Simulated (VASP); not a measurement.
# ZnS (I-4m2) in VASP: single point with HSE06

Aim: the single point of ZnS with HSE06.

Program: VASP 6.6.1. These are calculated values, not measurements. Logs are shortened: lines on timing, memory, paths and dates and some standing lists are left out, and cuts for length are marked.

## 1. The cell of the first run

It takes space group I-4m2 (No. 119, tetragonal). The conventional cell has a = 3.826 Å, b = 3.826 Å, c = 5.291 Å, α = 90.00°, β = 90.00°, γ = 90.00°. Within 3.1 Å of Zn (site symmetry -4m2) lie 4 S at 2.33 Å. S (site symmetry -4m2) has 4 Zn at 2.33 Å within 3.1 Å.

## 2. Single point, HSE06

Contents of POSCAR:

```
ZnS
1.0
    0.0000000000      2.7051900646      2.6455852243
    2.7051900646      0.0000000000      2.6455852243
    2.7051900646      2.7051900646      0.0000000000
Zn S
1 1
Direct
    0.0000000000      0.0000000000      0.0000000000
    0.2500000000      0.2500000000      0.2500000000
```

Contents of INCAR.step1:

```
PREC = Accurate
ENCUT = 400
EDIFF = 1E-5
ISMEAR = 0
SIGMA = 0.01
LREAL = F
LASPH = T
NELM = 120
ALGO = Normal
ISIF = 2
LWAVE = T
NBANDS = 16
GGA = PE
GGA_COMPAT = F
```

Contents of INCAR.step2:

```
PREC = Accurate
ENCUT = 400
EDIFF = 1E-6
ISMEAR = 0
SIGMA = 0.01
LREAL = F
LASPH = T
NELM = 120
ALGO = Normal
ISIF = 2
LWAVE = F
LCHARG = T
GGA = PE
LHFCALC = T
HFSCREEN = 0.2079
PRECFOCK = Normal
LELF = T
LVHAR = T
NBANDS = 16
ISTART = 1
GGA_COMPAT = F
```

Contents of KPOINTS:

```
regular mesh
0
Gamma
  4 4 4
```

Potentials or basis: VASP PAW PBE potentials, release 64 (Zn, S).

On the command line:

```bash
$ cat potpaw_PBE.64/Zn/POTCAR potpaw_PBE.64/S/POTCAR > POTCAR
$ cp INCAR.step1 INCAR
$ mpirun -np 1 vasp_std > vasp.out
$ cp INCAR.step2 INCAR
$ mpirun -np 1 vasp_std > vasp.out
```

OUTCAR:

```text
PREC = Accurate
   ENCUT = 400
   EDIFF = 1E-6
   ISMEAR = 0
   LREAL = F
   LASPH = T
   NELM = 120
   ISIF = 2
   GGA = PE
   LHFCALC = T
   HFSCREEN = 0.2079
   PRECFOCK = Normal
   ISTART = 1

 ion  position               nearest neighbor table
   1  0.000  0.000  0.000-   2 2.33   2 2.33   2 2.33   2 2.33
   2  0.250  0.250  0.250-   1 2.33   1 2.33   1 2.33   1 2.33

  LATTYP: Found a body centered tetragonal cell.
 ALAT       =     3.8257164782
 C/A-ratio  =     1.3830534695

  Lattice vectors:

 A1 = (   0.0000000000,  -2.7051900646,  -2.6455852243)
 A2 = (   0.0000000000,   2.7051900646,  -2.6455852243)
 A3 = (   2.7051900646,   0.0000000000,   2.6455852243)

Analysis of symmetry for initial positions (statically):
=====================================================================
 Subroutine PRICEL returns:
 Original cell was already a primitive cell.

 Routine SETGRP: Setting up the symmetry group for a
 body centered tetragonal supercell.

 Subroutine GETGRP returns: Found  8 space group operations
 (whereof  8 operations were pure point group operations)
 out of a pool of 16 trial point group operations.

The static configuration has the point symmetry D_2d.

Analysis of symmetry for dynamics (positions and initial velocities):
=====================================================================
 Subroutine PRICEL returns:
 Original cell was already a primitive cell.

 Routine SETGRP: Setting up the symmetry group for a
 body centered tetragonal supercell.

 Subroutine GETGRP returns: Found  8 space group operations
 (whereof  8 operations were pure point group operations)
 out of a pool of 16 trial point group operations.

The dynamic configuration has the point symmetry D_2d.

 Subroutine INISYM returns: Found  8 space group operations
 (whereof  8 operations are pure point group operations),
 and found     1 'primitive' translations

----------------------------------------------------------------------------------------

                                     Primitive cell

  volume of cell :      38.7211

  direct lattice vectors                    reciprocal lattice vectors
     0.000000000  2.705190065  2.645585224    -0.184829897  0.184829897  0.188994101
     2.705190065  0.000000000  2.645585224     0.184829897 -0.184829897  0.188994101
     2.705190065  2.705190065  0.000000000     0.184829897  0.184829897 -0.188994101

  length of vectors
     3.783804232  3.783804232  3.825716478     0.322556896  0.322556896  0.322556896

  position of ions in fractional coordinates (direct lattice)
     0.000000000  0.000000000  0.000000000
     0.250000000  0.250000000  0.250000000

  ion indices of the primitive-cell ions
   primitive index   ion index
                 1           1
                 2           2

----------------------------------------------------------------------------------------

 KPOINTS: regular mesh

Automatic generation of k-mesh.
 Grid dimensions read from file:
 generate k-points for:    4    4    4

 Generating k-lattice:

  Cartesian coordinates                     Fractional coordinates (reciprocal lattice)
    -0.046207474  0.046207474  0.047248525     0.250000000  0.000000000  0.000000000
     0.046207474 -0.046207474  0.047248525     0.000000000  0.250000000  0.000000000
     0.046207474  0.046207474 -0.047248525     0.000000000  0.000000000  0.250000000

  Length of vectors
     0.080639224  0.080639224  0.080639224

  Shift w.r.t. Gamma in fractional coordinates (k-lattice)
     0.000000000  0.000000000  0.000000000

 Subroutine IBZKPT returns following result:
 ===========================================

 Found     13 irreducible k-points:

 Following reciprocal coordinates:
            Coordinates               Weight
  0.000000  0.000000  0.000000      1.000000
  0.250000  0.000000  0.000000      8.000000
  0.500000  0.000000  0.000000      4.000000
  0.250000  0.250000  0.000000      2.000000
  0.500000  0.250000  0.000000      8.000000
 -0.250000  0.250000  0.000000      4.000000
  0.500000  0.500000  0.000000      1.000000
  0.250000  0.000000  0.250000      4.000000
  0.500000  0.000000  0.250000     16.000000
 -0.250000 -0.000000  0.250000      8.000000
 -0.250000  0.500000  0.250000      4.000000
  0.500000  0.000000  0.500000      2.000000
 -0.250000  0.250000  0.500000      2.000000
   k-points           NKPTS =     13   k-points in BZ     NKDIM =     64   number of bands    NBANDS=     16
   number of dos      NEDOS =    301   number of ions     NIONS =      2
   total plane-waves  NPLWV =  21952
   dimension x,y,z NGX =    28 NGY =   28 NGZ =   28
   dimension x,y,z NGXF=    56 NGYF=   56 NGZF=   56
   ions per type =               1   1
   NGX,Y,Z   is equivalent  to a cutoff of  12.30, 12.30, 12.17 a.u.
   NGXF,Y,Z  is equivalent  to a cutoff of  24.60, 24.60, 24.33 a.u.
 SYSTEM =  unknown system
   PREC   = accura    normal or accurate (medium, high low for compatibility)
   ISTART =      1    job   : 0-new  1-cont  2-samecut
   ICHARG =      0    charge: 1-file 2-atom 10-const
   ISPIN  =      1    spin polarized calculation?
   LNONCOLLINEAR =      F non collinear calculations
   LSORBIT =      F    spin-orbit coupling
   LASPH  =      T    aspherical Exc in radial PAW
   ENCUT  =  400.0 eV  29.40 Ry    5.42 a.u.   6.17  6.17  6.24*2*pi/ulx,y,z
   NELM   =    120;   NELMIN=  2; NELMDL=  0     # of ELM steps
   EDIFF  = 0.1E-05   stopping-criterion for ELM
   LREAL  =      F    real-space projection
   EDIFFG = 0.1E-04   stopping-criterion for IOM
   NSW    =      0    number of steps for IOM
   IBRION =     -1    ionic relax: 0-MD 1-quasi-New 2-CG
   NFREE  =      0    steps in history (QN), initial steepest desc. (CG)
   ISIF   =      2    stress and relaxation
   ISYM   =      3    0-nonsym 1-usesym 2-fastsym
   POTIM  = 0.5000    time-step for ionic-motion
   TEBEG  =    0.0;   TEEND  =   0.0 temperature during run
   PSTRESS=    0.0 pullay stress
   NELECT =      18.0000    total number of electrons
   NUPDOWN=      -1.0000    fix difference up-down
   EMIN   =  10.00;   EMAX   =-10.00  energy-range for DOS
   EFERMI =   0.00;   METHOD = LEGACY
   ISMEAR =     0;   SIGMA  =   0.01  broadening in eV -4-tet -1-fermi 0-gaus
   EFERMI_NEDOS =   21; number of points for ismear=-14 and -15
   IALGO  =     38    algorithm
   IMIX   =      1    mixing-type and parameters
     AMIX     =   0.40;   BMIX     =  1.00
     AMIX_MAG =   1.60;   BMIX_MAG =  1.00
  volume/ion in A,a.u.               =      19.36       130.65
  Fermi-wavevector in a.u.,A,eV,Ry     =   1.268187  2.396526 21.882219  1.608298
  Thomas-Fermi vector in A             =   2.401295
   LORBIT       =      0    0 simple, 1 ext, 2 COOP (PROOUT), +10 PAW based schemes
   GGA     = PE    functional components
   LHFCALC =     T    Hartree Fock is set to
   PRECFOCK=normal    Normal, Fast or Accurate (Low or Medium for compatibility)
   ENCUT4O =  -1.0   cutoff for four orbital integrals eV
   NKREDX  =     1    reduce k-point grid by
   NKREDY  =     1    reduce k-point grid by
   NKREDZ  =     1    reduce k-point grid by
   AEXX    =    0.2500 exact exchange contribution
   HFSCREEN=    0.2079 screening length (either q_TF or 0.3 A-1)
   HFSCREENC=   0.2079 screening length for correlation (either q_TF or 0.3 A-1)
   ENCUTFOCK=  -1.0 apply spherical cutoff to Coloumb kernel
   IVDW    =     0    specifies the selected vdW correction
   LEPSILON=     F    determine dielectric tensor
   LRPA    =     F    only Hartree local field effects (RPA)
 non-spin polarized calculation
 Gauss-broadening in eV      SIGMA  =   0.01
  energy-cutoff  :      400.00
  volume of cell :       38.72
 maximum number of plane-waves:       725
 NGX is ok and might be reduce to    28
  NGX = 20; NGY = 20; NGZ = 20

 number of electron      18.0000015 magnetization

 Free energy of the ion-electron system (eV)
  ---------------------------------------------------
  ext. energy  EPLUGINS =         0.00000000
  ---------------------------------------------------
  free energy    TOTEN  =        -8.32236788 eV

  energy without entropy =       -8.32236788  energy(sigma->0) =       -8.32236788

 E-fermi :   1.6788     XC(G=0):  -8.0347

 val. band max:        1.6182412990   @ k =   0.0000   0.0000   0.0000
 cond. band min:       4.9964455457   @ k =   0.0000   0.0000   0.0000
 fundamental gap:      3.3782042468
 Fermi energy:         1.6788164733

 k-point     1 :       0.0000    0.0000    0.0000
  band No.  band energies     occupation
      1     -12.8815      2.00000
      2      -6.3563      2.00000
      3      -6.3563      2.00000
      4      -6.3453      2.00000
      5      -5.8903      2.00000
      6      -5.8852      2.00000
[... 8 lines left out ...]
     15      14.9392      0.00000
     16      15.1024      0.00000

 k-point     2 :       0.2500    0.0000    0.0000
  band No.  band energies     occupation
      1     -12.4122      2.00000
      2      -6.2921      2.00000
      3      -6.2826      2.00000
      4      -6.2359      2.00000
      5      -5.8868      2.00000
      6      -5.8864      2.00000
[... 8 lines left out ...]
     15      13.9526      0.00000
     16      15.1812      0.00000

 k-point     3 :       0.5000    0.0000    0.0000
  band No.  band energies     occupation
      1     -11.8551      2.00000
      2      -6.2479      2.00000
      3      -6.2329      2.00000
      4      -5.8663      2.00000
      5      -5.8567      2.00000
      6      -5.6430      2.00000
[... 8 lines left out ...]
     15      16.5276      0.00000
     16      16.7280      0.00000

 k-point     4 :       0.2500    0.2500    0.0000
  band No.  band energies     occupation
      1     -12.2407      2.00000
      2      -6.3159      2.00000
      3      -6.2138      2.00000
      4      -6.2138      2.00000
      5      -5.9131      2.00000
      6      -5.8519      2.00000
[... 8 lines left out ...]
     15      15.4699      0.00000
     16      19.1683      0.00000

 k-point     5 :       0.5000    0.2500    0.0000
  band No.  band energies     occupation
      1     -11.6843      2.00000
      2      -6.2197      2.00000
      3      -6.1394      2.00000
      4      -6.0150      2.00000
      5      -5.8444      2.00000
      6      -5.6299      2.00000
[... 8 lines left out ...]
     15      16.7866      0.00000
     16      18.3511      0.00000

 k-point     6 :      -0.2500    0.2500    0.0000
  band No.  band energies     occupation
      1     -11.8878      2.00000
      2      -6.2158      2.00000
      3      -6.2049      2.00000
      4      -5.9795      2.00000
      5      -5.9012      2.00000
      6      -5.8034      2.00000
[... 8 lines left out ...]
     15      16.3320      0.00000
     16      17.8984      0.00000

 k-point     7 :       0.5000    0.5000    0.0000
  band No.  band energies     occupation
      1     -11.4879      2.00000
      2      -6.2540      2.00000
      3      -6.0319      2.00000
      4      -6.0319      2.00000
      5      -5.8137      2.00000
      6      -5.5759      2.00000
[... 8 lines left out ...]
     15      16.8578      0.00000
     16      17.7389      0.00000

 k-point     8 :       0.2500    0.0000    0.2500
  band No.  band energies     occupation
      1     -12.2631      2.00000
      2      -6.3203      2.00000
      3      -6.2161      2.00000
      4      -6.1996      2.00000
      5      -5.9238      2.00000
      6      -5.8522      2.00000
[... 8 lines left out ...]
     15      15.6753      0.00000
     16      19.1779      0.00000

 k-point     9 :       0.5000    0.0000    0.2500
  band No.  band energies     occupation
      1     -11.7048      2.00000
      2      -6.2244      2.00000
      3      -6.1319      2.00000
      4      -6.0023      2.00000
      5      -5.8503      2.00000
      6      -5.6517      2.00000
[... 8 lines left out ...]
     15      16.7343      0.00000
     16      18.2488      0.00000

 k-point    10 :      -0.2500   -0.0000    0.2500
  band No.  band energies     occupation
      1     -11.8825      2.00000
      2      -6.2263      2.00000
      3      -6.1958      2.00000
      4      -5.9913      2.00000
      5      -5.9034      2.00000
      6      -5.7791      2.00000
[... 8 lines left out ...]
     15      16.6685      0.00000
     16      18.0433      0.00000

 k-point    11 :      -0.2500    0.5000    0.2500
  band No.  band energies     occupation
      1     -11.5039      2.00000
      2      -6.1779      2.00000
      3      -6.1074      2.00000
      4      -5.9347      2.00000
      5      -5.9078      2.00000
      6      -5.4204      2.00000
[... 8 lines left out ...]
     15      17.3684      0.00000
     16      18.1351      0.00000

 k-point    12 :       0.5000    0.0000    0.5000
  band No.  band energies     occupation
      1     -11.5280      2.00000
      2      -6.2447      2.00000
      3      -6.0414      2.00000
      4      -6.0175      2.00000
      5      -5.8189      2.00000
      6      -5.6165      2.00000
[... 8 lines left out ...]
     15      16.9125      0.00000
     16      17.7236      0.00000

 k-point    13 :      -0.2500    0.2500    0.5000
  band No.  band energies     occupation
      1     -11.5219      2.00000
      2      -6.1881      2.00000
      3      -6.0908      2.00000
      4      -5.9340      2.00000
      5      -5.9013      2.00000
      6      -5.4308      2.00000
[... 8 lines left out ...]
     15      17.0510      0.00000
     16      18.0147      0.00000

------------------------ aborting loop because EDIFF is reached ----------------------------------------

  FORCE on cell =-STRESS in cart. coord.  units (eV):
  Direction    XX          YY          ZZ          XY          YZ          ZX
  --------------------------------------------------------------------------------------
  -------------------------------------------------------------------------------------
  Total        0.5150725      0.5150725      0.7283749      0.0000000      0.0000000      0.0000000
  in kB       21.3123629     21.3123629     30.1382622      0.0000000      0.0000000      0.0000000
  external PRESSURE =      24.2543293 kB  Pullay stress =       0.0000000 kB

 VOLUME and BASIS-vectors are now :
 -----------------------------------------------------------------------------
  energy-cutoff  :      400.00
  volume of cell :       38.72
      direct lattice vectors                 reciprocal lattice vectors
     0.000000000  2.705190065  2.645585224    -0.184829897  0.184829897  0.188994101
     2.705190065  0.000000000  2.645585224     0.184829897 -0.184829897  0.188994101
     2.705190065  2.705190065  0.000000000     0.184829897  0.184829897 -0.188994101

 POSITION                                       TOTAL-FORCE (eV/Angst)
 -----------------------------------------------------------------------------------
      0.00000      0.00000      0.00000         0.000000      0.000000      0.000000
      1.35260      1.35260      1.32279        -0.000000     -0.000000      0.000000
 -----------------------------------------------------------------------------------
    total drift:                                0.000001     -0.000000      0.000019

  FREE ENERGIE OF THE ION-ELECTRON SYSTEM (eV)
  ---------------------------------------------------
  free  energy   TOTEN  =        -8.3223678755 eV

  energy  without entropy=       -8.3223678755  energy(sigma->0) =       -8.32236788
```

Wall time 13 min (1 thread of Intel Xeon 8259CL, shared host); peak memory 0.26 GiB.

What came out:

```
Free energy            : -8.3224 eV
Pressure               : 2.4 GPa
Band gap on the k mesh : 3.38 eV
```

Levels at points of the mesh, in eV from the valence-band top:
| k point | band 5 | band 6 | band 7 | band 8 | band 9 | band 10 | band 11 | band 12 | band 13 | band 14 |
| --- | --- | --- | --- | --- | --- | --- | --- | --- | --- | --- |
| (0.00, 0.00, 0.00) | -7.51 | -7.50 | -0.08 | -0.08 | 0.00 | 3.38 | 7.62 | 7.62 | 7.63 | 12.97 |
| (0.50, 0.00, 0.00) | -7.47 | -7.26 | -5.78 | -1.06 | -0.93 | 4.53 | 8.01 | 8.24 | 10.24 | 13.67 |
| (0.50, 0.50, 0.00) | -7.43 | -7.19 | -5.03 | -2.56 | -2.56 | 4.21 | 5.05 | 12.83 | 13.75 | 13.75 |
| (0.50, 0.00, 0.50) | -7.44 | -7.23 | -5.18 | -2.45 | -2.40 | 4.33 | 5.28 | 12.57 | 13.67 | 13.88 |

Caveat: the k points lie up to 0.51 Å⁻¹ apart; the PAW data sets were made with another functional, which shifts forces and pressure a little.
